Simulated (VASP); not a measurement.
Pb: relaxation of cell and atoms with PBE

Pb:

```
Pb
1.0
     6.23724    0.00000    0.00000
     0.00000    6.23724    0.00000
     0.00000    0.00000    6.23724
Pb
8
Direct
  0.00000 0.00000 0.00000
  0.50000 0.50000 0.50000
  0.25000 0.00000 0.50000
  0.75000 0.00000 0.50000
  0.50000 0.25000 0.00000
  0.50000 0.75000 0.00000
  0.00000 0.50000 0.25000
  0.00000 0.50000 0.75000
```

```
Program                : VASP 6.6.1
Task                   : relaxation of cell and atoms
Functional             : PBE
Potentials or basis    : VASP PAW PBE potentials, release 64 (Pb_d)
Cutoff                 : 500 eV
k mesh                 : 4 × 4 × 4
Occupations            : fermi-dirac, width 0.1 eV
Spin                   : no spin polarisation
Dipole correction      : no
Further INCAR settings : ALGO = Normal; EDIFF = 1e-07; IBRION = 2; EDIFFG = -0.01; NSW = 80; ISIF = 3
```

```json
{"Relaxed volume": "32.90 Å³/atom", "Relaxed cell": "a = 6.409 Å, b = 6.409 Å, c = 6.409 Å, α = 90.00°, β = 90.00°, γ = 90.00°", "Space group after relaxing (to 0.1 Å)": "Pm-3n (No. 223)", "Energy gained by relaxing": "27.5 meV/atom", "Ionic steps": "3", "Pressure after relaxing": "0.0 GPa", "Band gap on the k mesh": "zero (bands 56 and 57 overlap by 0.81 eV)"}
```

Step by step:
```csv
step,energy change (eV),largest force (eV/Å),pressure (GPa),volume (Å³)
1,0.0000,0.0000,3.69,242.65
2,-0.2105,0.0000,-0.64,268.02
3,-0.2200,0.0000,0.01,263.21
```

Final structure:
```
CELL_PARAMETERS angstrom
6.40869 0.00000 0.00000
0.00000 6.40869 0.00000
0.00000 0.00000 6.40869
ATOMIC_POSITIONS crystal
Pb 0.00000 0.00000 0.00000
Pb 0.50000 0.50000 0.50000
Pb 0.25000 0.00000 0.50000
Pb 0.75000 0.00000 0.50000
Pb 0.50000 0.25000 0.00000
Pb 0.50000 0.75000 0.00000
Pb 0.00000 0.50000 0.25000
Pb 0.00000 0.50000 0.75000
```

Levels at points of the mesh, in eV from the Fermi level:
| k point | band 53 | band 54 | band 55 | band 56 | band 57 | band 58 | band 59 | band 60 |
| --- | --- | --- | --- | --- | --- | --- | --- | --- |
| (0.00, 0.00, 0.00) | -2.58 | -1.05 | -1.05 | -1.05 | -0.54 | 0.05 | 0.05 | 0.05 |
| (0.50, 0.00, 0.00) | -1.65 | -1.65 | -0.43 | -0.43 | 0.46 | 0.46 | 0.90 | 0.90 |
| (0.50, 0.50, 0.00) | -0.81 | -0.41 | -0.11 | -0.11 | 0.42 | 0.42 | 1.15 | 1.49 |
| (0.50, 0.50, 0.50) | -0.63 | -0.63 | -0.29 | -0.29 | 1.86 | 1.86 | 1.86 | 1.86 |

Run time: 8 min on 1 thread of Intel Xeon 8259CL, with other jobs on the host, peak memory 0.39 GiB.

Caveat: spin-orbit coupling is left out, which moves the levels of the heavy elements.
